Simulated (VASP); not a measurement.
# ZnS (P3m1) in VASP: further runs

The runs below take ZnS through single point, with r2SCAN.

Everything below comes from runs of VASP 6.6.1. Logs are shortened: lines on timing, memory, paths and dates and some standing lists are left out, and cuts for length are marked.

### Step 1. The cell of the first run

The structure is trigonal, space group P3m1 (No. 156). Conventional cell: a = 3.823 Å, b = 3.823 Å, c = 12.520 Å, α = 90.00°, β = 90.00°, γ = 120.00°. Within 3.1 Å of Zn (site symmetry 3m) lie 4 S at 2.34 to 2.35 Å. Within 3.1 Å of Zn (site symmetry 3m) lie 4 S at 2.34 to 2.35 Å. Within 3.0 Å of Zn (site symmetry 3m) lie 4 S at 2.28 to 2.57 Å. Zn (site symmetry 3m) has 4 S at 2.34 to 2.35 Å within 3.1 Å. S (site symmetry 3m) has 4 Zn at 2.28 to 2.35 Å within 3.0 Å. S (site symmetry 3m) has 4 Zn at 2.34 to 2.35 Å within 3.1 Å. S (site symmetry 3m) has 4 Zn at 2.34 to 2.57 Å within 3.1 Å. Within 3.1 Å of S (site symmetry 3m) lie 4 Zn at 2.34 to 2.35 Å.

### Step 2. Single point, r2SCAN (atom 3 (Zn) moved -0.225 Å along Cartesian [0 0 1])

The input, POSCAR:

```
ZnS
1.0
    3.8227020304      0.0000000000      0.0000000000
   -1.9113510152      3.3105570694      0.0000000000
    0.0000000000      0.0000000000     12.5200000000
Zn S
4 4
Direct
    0.0000000000      0.0000000000      0.0000000000
    0.0000000000      0.0000000000      0.5000000000
    0.3333333333      0.6666666667      0.2320287540
    0.6666666667      0.3333333333      0.7500000000
    0.0000000000      0.0000000000      0.1875000000
    0.0000000000      0.0000000000      0.6875000000
    0.3333333333      0.6666666667      0.4375000000
    0.6666666667      0.3333333333      0.9375000000
```

The input, INCAR.step1:

```
ALGO = Normal
EDIFF = 1E-4
ENCUT = 520
GGA = PE
ISMEAR = 0
LASPH = T
LCHARG = F
LREAL = F
LWAVE = T
NBANDS = 46
NELM = 100
PREC = Accurate
SIGMA = 0.05
```

The input, INCAR.step2:

```
ALGO = Normal
EDIFF = 1E-7
ENCUT = 520
ISIF = 2
ISMEAR = 0
ISTART = 1
LASPH = T
LCHARG = F
LMIXTAU = T
LREAL = F
LWAVE = F
METAGGA = R2SCAN
NBANDS = 46
NELM = 100
PREC = Accurate
SIGMA = 0.05
```

The input, KPOINTS:

```
k-points
0
Gamma
  6 6 2
```

Potentials or basis: VASP PAW PBE potentials, release 64 (Zn, S).

On the command line:

```sh
$ cat potpaw_PBE.64/Zn/POTCAR potpaw_PBE.64/S/POTCAR > POTCAR
$ cp INCAR.step1 INCAR
$ mpirun -np 1 vasp_std > vasp.out
$ cp INCAR.step2 INCAR
$ mpirun -np 1 vasp_std > vasp.out
```

OUTCAR:

```text
EDIFF = 1E-7
   ENCUT = 520
   ISIF = 2
   ISMEAR = 0
   ISTART = 1
   LASPH = T
   LREAL = F
   METAGGA = R2SCAN
   NELM = 100
   PREC = Accurate

 ion  position               nearest neighbor table
   1  0.000  0.000  0.000-   8 2.34   8 2.34   8 2.34   5 2.35
   2  0.000  0.000  0.500-   7 2.34   7 2.34   7 2.34   6 2.35
   3  0.333  0.667  0.232-   5 2.28   5 2.28   5 2.28   7 2.57
   4  0.667  0.333  0.750-   6 2.34   6 2.34   6 2.34   8 2.35
   5  0.000  0.000  0.188-   3 2.28   3 2.28   3 2.28   1 2.35
   6  0.000  0.000  0.688-   4 2.34   4 2.34   4 2.34   2 2.35
   7  0.333  0.667  0.438-   2 2.34   2 2.34   2 2.34   3 2.57
   8  0.667  0.333  0.938-   1 2.34   1 2.34   1 2.34   4 2.35

  LATTYP: Found a hexagonal cell.
 ALAT       =     3.8227020304
 C/A-ratio  =     3.2751702593

  Lattice vectors:

 A1 = (   3.8227020304,   0.0000000000,   0.0000000000)
 A2 = (  -1.9113510152,   3.3105570694,   0.0000000000)
 A3 = (   0.0000000000,   0.0000000000,  12.5200000000)

Analysis of symmetry for initial positions (statically):
=====================================================================
 Subroutine PRICEL returns:
 Original cell was already a primitive cell.

 Routine SETGRP: Setting up the symmetry group for a
 hexagonal supercell.

 Subroutine GETGRP returns: Found  6 space group operations
 (whereof  6 operations were pure point group operations)
 out of a pool of 24 trial point group operations.

The static configuration has the point symmetry C_3v.

Analysis of symmetry for dynamics (positions and initial velocities):
=====================================================================
 Subroutine PRICEL returns:
 Original cell was already a primitive cell.

 Routine SETGRP: Setting up the symmetry group for a
 hexagonal supercell.

 Subroutine GETGRP returns: Found  6 space group operations
 (whereof  6 operations were pure point group operations)
 out of a pool of 24 trial point group operations.

The dynamic configuration has the point symmetry C_3v.

 Subroutine INISYM returns: Found  6 space group operations
 (whereof  6 operations are pure point group operations),
 and found     1 'primitive' translations

----------------------------------------------------------------------------------------

                                     Primitive cell

  volume of cell :     158.4440

[... 93 lines left out ...]
   IBRION =     -1    ionic relax: 0-MD 1-quasi-New 2-CG
   NFREE  =      0    steps in history (QN), initial steepest desc. (CG)
   ISIF   =      2    stress and relaxation
   ISYM   =      2    0-nonsym 1-usesym 2-fastsym
   POTIM  = 0.5000    time-step for ionic-motion
   TEBEG  =    0.0;   TEEND  =   0.0 temperature during run
   PSTRESS=    0.0 pullay stress
   NELECT =      72.0000    total number of electrons
   NUPDOWN=      -1.0000    fix difference up-down
   EMIN   =  10.00;   EMAX   =-10.00  energy-range for DOS
   EFERMI =   0.00;   METHOD = LEGACY
   ISMEAR =     0;   SIGMA  =   0.05  broadening in eV -4-tet -1-fermi 0-gaus
   EFERMI_NEDOS =   21; number of points for ismear=-14 and -15
   IALGO  =     38    algorithm
   IMIX   =      4    mixing-type and parameters
     AMIX     =   0.40;   BMIX     =  1.00
     AMIX_MAG =   1.60;   BMIX_MAG =  1.00
  volume/ion in A,a.u.               =      19.81       133.65
  Fermi-wavevector in a.u.,A,eV,Ry     =   1.258617  2.378442 21.553229  1.584118
  Thomas-Fermi vector in A             =   2.392218
   LORBIT       =      0    0 simple, 1 ext, 2 COOP (PROOUT), +10 PAW based schemes
   METAGGA = R2SCAN    functional components
   LHFCALC =     F    Hartree Fock is set to
   AEXX    =    0.0000 exact exchange contribution
   IVDW    =     0    specifies the selected vdW correction
   LEPSILON=     F    determine dielectric tensor
   LRPA    =     F    only Hartree local field effects (RPA)
 non-spin polarized calculation
 Gauss-broadening in eV      SIGMA  =   0.05
  energy-cutoff  :      520.00
  volume of cell :      158.44
 maximum number of plane-waves:      4296
   NGX = 15   NGY = 15   NGZ = 47

 number of electron      71.9999987 magnetization

 Free energy of the ion-electron system (eV)
  ---------------------------------------------------
  ext. energy  EPLUGINS =         0.00000000
  ---------------------------------------------------
  free energy    TOTEN  =       -75.27536414 eV

  energy without entropy =      -75.27536414  energy(sigma->0) =      -75.27536414

 E-fermi :   2.2640     XC(G=0): -10.2591

 val. band max:        2.0097278619   @ k =   0.0000   0.0000   0.0000
 cond. band min:       4.3923060404   @ k =   0.0000   0.0000   0.0000
 fundamental gap:      2.3825781784
 Fermi energy:         2.2639967396

 k-point     1 :       0.0000    0.0000    0.0000
  band No.  band energies     occupation
      1     -12.2320      2.00000
      2     -11.6088      2.00000
      3     -11.2266      2.00000
      4     -10.6537      2.00000
      5      -5.2198      2.00000
      6      -5.2198      2.00000
[... 675 lines left out ...]
     45       9.7985      0.00000
     46      10.2398      0.00000

------------------------ aborting loop because EDIFF is reached ----------------------------------------

  FORCE on cell =-STRESS in cart. coord.  units (eV):
  Direction    XX          YY          ZZ          XY          YZ          ZX
  --------------------------------------------------------------------------------------
  -------------------------------------------------------------------------------------
  Total       -0.0166395     -0.0166395     -1.5222554      0.0000000      0.0000000      0.0000000
  in kB       -0.1682573     -0.1682573    -15.3929644      0.0000000      0.0000000      0.0000000
  external PRESSURE =      -5.2431597 kB  Pullay stress =       0.0000000 kB

 VOLUME and BASIS-vectors are now :
 -----------------------------------------------------------------------------
  energy-cutoff  :      520.00
  volume of cell :      158.44
      direct lattice vectors                 reciprocal lattice vectors
     3.822702030  0.000000000  0.000000000     0.261595069  0.151031983  0.000000000
    -1.911351015  3.310557069  0.000000000     0.000000000  0.302063967  0.000000000
     0.000000000  0.000000000 12.520000000     0.000000000  0.000000000  0.079872204

 POSITION                                       TOTAL-FORCE (eV/Angst)
 -----------------------------------------------------------------------------------
      0.00000      0.00000      0.00000        -0.000000      0.000000     -0.225097
      0.00000      0.00000      6.26000         0.000000     -0.000000     -0.200489
     -0.00000      2.20704      2.90500        -0.000000      0.000000      1.341608
      1.91135      1.10352      9.39000         0.000000     -0.000000     -0.197719
      0.00000      0.00000      2.34750        -0.000000     -0.000000     -0.528466
      0.00000      0.00000      8.60750        -0.000000     -0.000000      0.165790
     -0.00000      2.20704      5.47750        -0.000000     -0.000000     -0.539918
      1.91135      1.10352     11.73750        -0.000000     -0.000000      0.184291
 -----------------------------------------------------------------------------------
    total drift:                               -0.000004      0.000002     -0.079315

  FREE ENERGIE OF THE ION-ELECTRON SYSTEM (eV)
  ---------------------------------------------------
  free  energy   TOTEN  =       -75.2753641393 eV

  energy  without entropy=      -75.2753641393  energy(sigma->0) =      -75.27536414
```

It took 5.7 min on 1 thread of Intel Xeon 6975P-C (Granite Rapids), shared host; peak memory 0.33 GiB.

Results:

```
Free energy            : -75.2754 eV
Pressure               : -0.5 GPa
Largest force          : 1.342 eV/Å
Band gap on the k mesh : 2.38 eV
```

Forces in eV/Å, atoms in the order of the input:
```
Zn   0.000  0.000 -0.225
Zn   0.000  0.000 -0.200
Zn   0.000  0.000  1.342
Zn   0.000  0.000 -0.198
S    0.000  0.000 -0.528
S    0.000  0.000  0.166
S    0.000  0.000 -0.540
S    0.000  0.000  0.184
```

Caveat: the cell differs from its parent crystal (atom 3 (Zn) moved -0.225 Å along Cartesian [0 0 1]); the PAW data sets were made with another functional, which shifts forces and pressure a little.

(Continued in part 2 of 2.)
